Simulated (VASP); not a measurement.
# Ta (P-1) in VASP: single point with PBE

Aim: the single point of Ta with PBE.

Program: VASP 6.6.1. These are calculated values, not measurements. Logs are shortened: lines on timing, memory, paths and dates and some standing lists are left out, and cuts for length are marked.

### Step 1. The cell of the first run

The typed cell holds 2 atoms: a = 2.900 Å, b = 2.900 Å, c = 5.166 Å, α = 90.00°, β = 90.00°, γ = 120.00°.

### Step 2. Single point, PBE (one atom moved)

The input, INCAR:

```
PREC = Accurate
ENCUT = 520
EDIFF = 1E-7
ISMEAR = 0
SIGMA = 0.1
LREAL = False
LASPH = True
NELM = 60
ALGO = Fast
ISIF = 2
LWAVE = False
LCHARG = False
GGA = PE
NBANDS = 18
```

The input, KPOINTS:

```
Automatic mesh
0
Gamma
  15 15 8
```

The input, POSCAR:

```
Ta
1.0
    2.9003720726      0.0000000000      0.0000000000
   -1.4501860363      2.5117958953      0.0000000000
    0.0000000000      0.0000000000      5.1662740000
Ta
2
Direct
    0.6666666700      0.3333333300      0.7500000000
    0.3541171669      0.7821696854      0.2089568807
```

Potentials or basis: VASP PAW PBE potentials, release 64 (Ta_pv).

Command:

```bash
$ cat potpaw_PBE.64/Ta_pv/POTCAR > POTCAR
$ mpirun -np 1 vasp_std > vasp.out
```

OUTCAR:

```text
PREC = Accurate
   ENCUT = 520
   EDIFF = 1E-7
   ISMEAR = 0
   LREAL = False
   LASPH = True
   NELM = 60
   ISIF = 2
   GGA = PE

 ion  position               nearest neighbor table
   1  0.667  0.333  0.750-   2 2.75   2 2.95   2 3.05   2 3.12   2 3.30   2 3.39
   2  0.354  0.782  0.209-   1 2.75   1 2.95   1 3.05   1 3.12   1 3.30   1 3.39

  LATTYP: Found a hexagonal cell.
 ALAT       =     2.9003720726
 C/A-ratio  =     1.7812452577

  Lattice vectors:

 A1 = (   2.9003720726,   0.0000000000,   0.0000000000)
 A2 = (  -1.4501860363,   2.5117958953,   0.0000000000)
 A3 = (   0.0000000000,   0.0000000000,   5.1662740000)

Analysis of symmetry for initial positions (statically):
=====================================================================
 Subroutine PRICEL returns:
 Original cell was already a primitive cell.

 Routine SETGRP: Setting up the symmetry group for a
 hexagonal supercell.

 Subroutine GETGRP returns: Found  2 space group operations
 (whereof  1 operations were pure point group operations)
 out of a pool of 24 trial point group operations.

The static configuration has the point symmetry C_1 .
 The point group associated with its full space group is S_2 .

Analysis of symmetry for dynamics (positions and initial velocities):
=====================================================================
 Subroutine PRICEL returns:
 Original cell was already a primitive cell.

 Routine SETGRP: Setting up the symmetry group for a
 hexagonal supercell.

 Subroutine GETGRP returns: Found  2 space group operations
 (whereof  1 operations were pure point group operations)
 out of a pool of 24 trial point group operations.

The dynamic configuration has the point symmetry C_1 .
 The point group associated with its full space group is S_2 .

 Subroutine INISYM returns: Found  2 space group operations
 (whereof  1 operations are pure point group operations),
 and found     1 'primitive' translations

----------------------------------------------------------------------------------------

                                     Primitive cell

  volume of cell :      37.6370

  direct lattice vectors                    reciprocal lattice vectors
     2.900372073  0.000000000  0.000000000     0.344783350  0.199060760  0.000000000
    -1.450186036  2.511795895  0.000000000     0.000000000  0.398121520  0.000000000
     0.000000000  0.000000000  5.166274000     0.000000000  0.000000000  0.193563098

  length of vectors
     2.900372073  2.900372073  5.166274000     0.398121520  0.398121520  0.193563098

  position of ions in fractional coordinates (direct lattice)
     0.666666670  0.333333330  0.750000000
     0.354117167  0.782169685  0.208956881

  ion indices of the primitive-cell ions
   primitive index   ion index
                 1           1
                 2           2

----------------------------------------------------------------------------------------

 KPOINTS: Automatic mesh

Automatic generation of k-mesh.
 Grid dimensions read from file:
 generate k-points for:   15   15    8

 Generating k-lattice:

  Cartesian coordinates                     Fractional coordinates (reciprocal lattice)
     0.022985557  0.013270717  0.000000000     0.066666667  0.000000000  0.000000000
     0.000000000  0.026541435  0.000000000     0.000000000  0.066666667  0.000000000
     0.000000000  0.000000000  0.024195387     0.000000000  0.000000000  0.125000000

  Length of vectors
     0.026541435  0.026541435  0.024195387

  Shift w.r.t. Gamma in fractional coordinates (k-lattice)
     0.000000000  0.000000000  0.000000000

 Subroutine IBZKPT returns following result:
 ===========================================

 Found    901 irreducible k-points:

 Following reciprocal coordinates:
            Coordinates               Weight
  0.000000  0.000000  0.000000      1.000000
  0.066667 -0.000000  0.000000      2.000000
  0.000000  0.066667  0.000000      2.000000
 -0.066667  0.066667  0.000000      2.000000
  0.133333  0.000000  0.000000      2.000000
  0.000000  0.133333  0.000000      2.000000
[... 16 lines left out ...]
  0.066667  0.066667  0.000000      2.000000
 -0.066667  0.133333  0.000000      2.000000
 [... further k-points ...]
   k-points           NKPTS =    901   k-points in BZ     NKDIM =    901   number of bands    NBANDS=     18
   number of dos      NEDOS =    301   number of ions     NIONS =      2
   total plane-waves  NPLWV =  23040
   dimension x,y,z NGX =    24 NGY =   24 NGZ =   40
   dimension x,y,z NGXF=    48 NGYF=   48 NGZF=   80
   ions per type =               2
   NGX,Y,Z   is equivalent  to a cutoff of  13.76, 13.76, 12.87 a.u.
   NGXF,Y,Z  is equivalent  to a cutoff of  27.51, 27.51, 25.74 a.u.
 SYSTEM =  unknown system
   PREC   = accura    normal or accurate (medium, high low for compatibility)
   ISTART =      0    job   : 0-new  1-cont  2-samecut
   ICHARG =      2    charge: 1-file 2-atom 10-const
   ISPIN  =      1    spin polarized calculation?
   LNONCOLLINEAR =      F non collinear calculations
   LSORBIT =      F    spin-orbit coupling
   LASPH  =      T    aspherical Exc in radial PAW
   ENCUT  =  520.0 eV  38.22 Ry    6.18 a.u.   5.39  5.39  9.61*2*pi/ulx,y,z
   NELM   =     60;   NELMIN=  2; NELMDL= -5     # of ELM steps
   EDIFF  = 0.1E-06   stopping-criterion for ELM
   LREAL  =      F    real-space projection
   EDIFFG = 0.1E-05   stopping-criterion for IOM
   NSW    =      0    number of steps for IOM
   IBRION =     -1    ionic relax: 0-MD 1-quasi-New 2-CG
   NFREE  =      0    steps in history (QN), initial steepest desc. (CG)
   ISIF   =      2    stress and relaxation
   ISYM   =      2    0-nonsym 1-usesym 2-fastsym
   POTIM  = 0.5000    time-step for ionic-motion
   TEBEG  =    0.0;   TEEND  =   0.0 temperature during run
   PSTRESS=    0.0 pullay stress
   NELECT =      22.0000    total number of electrons
   NUPDOWN=      -1.0000    fix difference up-down
   EMIN   =  10.00;   EMAX   =-10.00  energy-range for DOS
   EFERMI =   0.00;   METHOD = LEGACY
   ISMEAR =     0;   SIGMA  =   0.10  broadening in eV -4-tet -1-fermi 0-gaus
   EFERMI_NEDOS =   21; number of points for ismear=-14 and -15
   IALGO  =     68    algorithm
   IMIX   =      4    mixing-type and parameters
     AMIX     =   0.40;   BMIX     =  1.00
     AMIX_MAG =   1.60;   BMIX_MAG =  1.00
  volume/ion in A,a.u.               =      18.82       126.99
  Fermi-wavevector in a.u.,A,eV,Ry     =   1.368812  2.586680 25.492516  1.873647
  Thomas-Fermi vector in A             =   2.494743
   LORBIT       =      0    0 simple, 1 ext, 2 COOP (PROOUT), +10 PAW based schemes
   GGA     = PE    functional components
   LHFCALC =     F    Hartree Fock is set to
   AEXX    =    0.0000 exact exchange contribution
   IVDW    =     0    specifies the selected vdW correction
   LEPSILON=     F    determine dielectric tensor
   LRPA    =     F    only Hartree local field effects (RPA)
 non-spin polarized calculation
 RMM-DIIS sequential band-by-band and
 Gauss-broadening in eV      SIGMA  =   0.10
  energy-cutoff  :      520.00
  volume of cell :       37.64
 maximum number of plane-waves:      1039
 NGX is ok and might be reduce to    24
   NGX = 11   NGY = 11   NGZ = 19

 number of electron      22.0000001 magnetization

 Free energy of the ion-electron system (eV)
  ---------------------------------------------------
  ext. energy  EPLUGINS =         0.00000000
  ---------------------------------------------------
  free energy    TOTEN  =       -22.86349621 eV

  energy without entropy =      -22.84981099  energy(sigma->0) =      -22.85665360

 E-fermi :   5.5420     XC(G=0): -12.3581

 val. band max:        5.5413535585   @ k =   0.1333   0.3333   0.5000
 cond. band min:       5.5429690631   @ k =   0.2000   0.4667   0.1250
 fundamental gap:      0.0016155046
 Fermi energy:         5.5420233222

 k-point     1 :       0.0000    0.0000    0.0000
  band No.  band energies     occupation
      1     -29.1009      2.00000
      2     -28.1350      2.00000
      3     -28.0915      2.00000
      4     -28.0428      2.00000
      5     -28.0220      2.00000
      6     -27.9256      2.00000
[... 10 lines left out ...]
     17       9.8599      0.00000
     18      11.3326      0.00000

 k-point     2 :       0.0667   -0.0000    0.0000
  band No.  band energies     occupation
      1     -29.0874      2.00000
      2     -28.1615      2.00000
      3     -28.1062      2.00000
      4     -28.0632      2.00000
      5     -28.0556      2.00000
      6     -27.9459      2.00000
[... 10 lines left out ...]
     17      10.0812      0.00000
     18      11.5754      0.00000

 k-point     3 :       0.0000    0.0667    0.0000
  band No.  band energies     occupation
      1     -29.0859      2.00000
      2     -28.1687      2.00000
      3     -28.1059      2.00000
      4     -28.0643      2.00000
      5     -28.0249      2.00000
      6     -27.9705      2.00000
[... 10 lines left out ...]
     17      10.1541      0.00000
     18      11.6359      0.00000

 k-point     4 :      -0.0667    0.0667    0.0000
  band No.  band energies     occupation
      1     -29.0889      2.00000
      2     -28.1459      2.00000
      3     -28.1035      2.00000
      4     -28.0838      2.00000
      5     -28.0585      2.00000
      6     -27.9388      2.00000
[... 375 lines left out ...]
      4     -28.3426      2.00000
      5     -28.1906      2.00000
      6     -28.1177      2.00000
[... 10 lines left out ...]
     17      12.0624      0.00000
     18      12.8888      0.00000

 k-point    23 :       0.0667    0.0667    0.0000
  band No.  band energies     occupation
      1     -29.0571      2.00000
      2     -28.2493      2.00000
      3     -28.1243      2.00000
      4     -28.1078      2.00000
      5     -28.0623      2.00000
      6     -28.0132      2.00000
[... 10 lines left out ...]
     17      10.1388      0.00000
     18      12.2472      0.00000

 k-point    24 :      -0.0667    0.1333    0.0000
  band No.  band energies     occupation
      1     -29.0614      2.00000
      2     -28.2242      2.00000
      3     -28.1425      2.00000
      4     -28.1140      2.00000
      5     -28.0790      2.00000
      6     -27.9919      2.00000
[... 10 lines left out ...]
     17      10.5038      0.00000
     18      11.9778      0.00000

 [... further k-points ...]
[... 5 lines left out ...]
  --------------------------------------------------------------------------------------
  -------------------------------------------------------------------------------------
  Total       -0.5273754      2.0709326      0.5449557      0.4058966      0.2667680     -0.3478798
  in kB      -22.4499265     88.1578615     23.1983052     17.2786778     11.3560881    -14.8089508
  external PRESSURE =      29.6354134 kB  Pullay stress =       0.0000000 kB

 VOLUME and BASIS-vectors are now :
 -----------------------------------------------------------------------------
  energy-cutoff  :      520.00
  volume of cell :       37.64
      direct lattice vectors                 reciprocal lattice vectors
     2.900372073  0.000000000  0.000000000     0.344783350  0.199060760  0.000000000
    -1.450186036  2.511795895  0.000000000     0.000000000  0.398121520  0.000000000
     0.000000000  0.000000000  5.166274000     0.000000000  0.000000000  0.193563098

 POSITION                                       TOTAL-FORCE (eV/Angst)
 -----------------------------------------------------------------------------------
      1.45019      0.83727      3.87471         0.304150      0.037967     -2.225904
     -0.10722      1.96465      1.07953        -0.304150     -0.037967      2.225904
 -----------------------------------------------------------------------------------
    total drift:                               -0.000001      0.000003     -0.000005

  FREE ENERGIE OF THE ION-ELECTRON SYSTEM (eV)
  ---------------------------------------------------
  free  energy   TOTEN  =       -22.8634962072 eV

  energy  without entropy=      -22.8498109942  energy(sigma->0) =      -22.85665360
```

Run time: 14 min. Hardware: 1 thread of Intel Xeon 8259CL, shared host; peak memory 0.58 GiB.

What came out:

```
Free energy            : -22.8635 eV
Pressure               : 3.0 GPa
Largest force          : 2.247 eV/Å
Band gap on the k mesh : zero (bands 11 and 12 overlap by 2.39 eV)
```

Forces in eV/Å, atoms in the order of the input:
```
Ta   0.304  0.038 -2.226
Ta  -0.304 -0.038  2.226
```

Levels at points of the mesh, in eV from the Fermi level:
```
           k point  band 9  band 10  band 11  band 12  band 13  band 14
(0.00, 0.00, 0.00)   -0.97     0.28     0.44     0.72     0.91     1.40
(0.00, 0.00, 0.50)   -1.80    -0.47     0.52     0.57     0.62     0.94
```

Caveat: the cell differs from its parent crystal (one atom moved); the stress differs along the axes, from -2 to 9 GPa; spin-orbit coupling is left out, which moves the levels of the heavy elements; forces of over 1 eV/Å act on the atoms, so gaps and moduli don't describe the material at rest.
